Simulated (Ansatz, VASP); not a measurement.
**Two plane-wave programs on Ag**

```xyz
4
Lattice="2.8675 0.0000 0.0000 -1.4337 2.4833 0.0000 0.0000 0.0000 9.3651" Properties=species:S:1:pos:R:3 pbc="T T T"
Ag    0.0000    0.0000    0.0000
Ag    0.0000    0.0000    4.6825
Ag    0.0000    1.6555    2.3413
Ag    1.4337    0.8278    7.0238
```

Alike in both runs: functional PBEsol; k mesh 18 × 18 × 6; occupations gaussian, width 0.1 eV; no spin polarisation.

Ansatz relaxed the structure, and its values are those at the end. VASP's run is a single point on that final structure, the one shown.

|  | VASP | Ansatz |
| --- | --- | --- |
| version | VASP 6.6.1 | Ansatz 0.2.0 |
| potentials or method | VASP PAW PBE potentials, release 64 (Ag), cutoff 520 eV | scalar-relativistic, plane waves, PAW |
| valence electrons in the cell | 44 | 76 |

VASP gave:

| Quantity | Value |
| --- | --- |
| gap on the k mesh at the Fermi level (eV) | none |
| pressure (GPa) | -0.3 |

What did Ansatz give for the same quantities?

gap on the k mesh at the Fermi level (eV): none; pressure (GPa): 0.0.

VASP's potentials were made for PBE, not for PBEsol. A gap of «none» marks a metal or a gap that the smearing closes. The functional is the same, so the differences come from potentials, cutoffs and numerics. VASP's potentials hold 44 valence electrons a cell and Ansatz's 76, so a difference there can come from the potentials and not from the codes.
